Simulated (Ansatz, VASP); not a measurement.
## Be2C3 in VASP and in Ansatz

```
Be C
1.0
     1.33373    0.77003    7.88673
    -1.33373    0.77003    7.88673
     0.00000   -1.54006    7.88673
Be C
2 3
Cartesian
  0.0000 0.0000 8.5198
  0.0000 0.0000 15.1404
  0.0000 0.0000 0.0000
  0.0000 0.0000 3.9436
  0.0000 0.0000 19.7166
```

Alike in both runs: functional PBE; k mesh 18 × 18 × 18; occupations gaussian, width 0.1 eV; no spin polarisation.

Ansatz relaxed the structure, and its values are those at the end. VASP's run is a single point on that final structure, the one shown.

|  | VASP | Ansatz |
| --- | --- | --- |
| version | VASP 6.6.1 | Ansatz 0.2.0 |
| potentials or method | VASP PAW PBE potentials, release 64 (Be, C), cutoff 520 eV | scalar-relativistic, plane waves, PAW |
| valence electrons in the cell | 16 | 16 |

|  | VASP | Ansatz | Ansatz less VASP |
| --- | --- | --- | --- |
| gap on the k mesh at the Fermi level (eV) | none | none | - |
| pressure (GPa) | 0.4 | 0.0 | -0.39 |
| rms of the force components (eV/Å) | 0.012 | 0.000 | -0.0113 |

A gap of «none» marks a metal or a gap that the smearing closes.
